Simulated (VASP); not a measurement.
Here is a VASP 6.6.1 calculation.

Contents of POSCAR:

```
GaP
1.0
    0.0000000000      2.6708913017      2.7717586778
    2.6708913017      0.0000000000      2.7717586778
    2.6708913017      2.6708913017      0.0000000000
Ga P
1 1
Direct
    0.0000000000      0.0000000000      0.0000000000
    0.2500000000      0.2500000000      0.2500000000
```

File INCAR.step1:

```
SYSTEM = GaP
PREC     = Accurate       ! precision mode
ENCUT    = 520            ! plane-wave cutoff, eV
ISMEAR   = 0              ! smearing method
SIGMA    = 0.01           ! smearing width, eV
LREAL    = .False.        ! projectors in reciprocal space
LASPH    = .True.         ! aspherical terms in the spheres
NELM     = 80             ! most SCF steps
NBANDS   = 16             ! bands
GGA      = PE             ! functional
ALGO     = Normal         ! electronic algorithm
EDIFF    = 1E-4           ! SCF threshold, eV
LWAVE    = .True.         ! write WAVECAR
LCHARG   = .False.        ! write CHGCAR
```

Contents of INCAR.step2:

```
SYSTEM = GaP
PREC     = Accurate       ! precision mode
ENCUT    = 520            ! plane-wave cutoff, eV
EDIFF    = 1E-7           ! SCF threshold, eV
ISMEAR   = 0              ! smearing method
SIGMA    = 0.01           ! smearing width, eV
LREAL    = .False.        ! projectors in reciprocal space
LASPH    = .True.         ! aspherical terms in the spheres
NELM     = 80             ! most SCF steps
ALGO     = Normal         ! electronic algorithm
ISIF     = 2              ! what is computed and relaxed
LWAVE    = .False.        ! write WAVECAR
LCHARG   = .False.        ! write CHGCAR
METAGGA  = R2SCAN         ! meta-GGA
LMIXTAU  = .True.       
NBANDS   = 16             ! bands
ISTART   = 1
```

Contents of KPOINTS:

```
regular mesh
0
Gamma
  8 8 8
  0 0 0
```

Potentials or basis: VASP PAW PBE potentials, release 64 (Ga_d, P).

Launch:

```sh
$ cat potpaw_PBE.64/Ga_d/POTCAR potpaw_PBE.64/P/POTCAR > POTCAR
$ cp INCAR.step1 INCAR
$ mpirun -np 1 vasp_std > vasp.out
$ cp INCAR.step2 INCAR
$ mpirun -np 1 vasp_std > vasp.out
```

Task: Predict the band gap on the k mesh.

Result: 1.67 eV (least direct gap 2.46 eV).

Task: What does it give for the pressure?

Result: 2.1 GPa.

Stress tensor (GPa, compression positive):
```
 3.22  0.00  0.00
 0.00  3.22  0.00
 0.00  0.00 -0.06
```

Caveat: the cell differs from its parent crystal (epitaxial xy strain -2.0%); the PAW data sets were made with another functional, which shifts forces and pressure a little. A k mesh can miss the band edges.
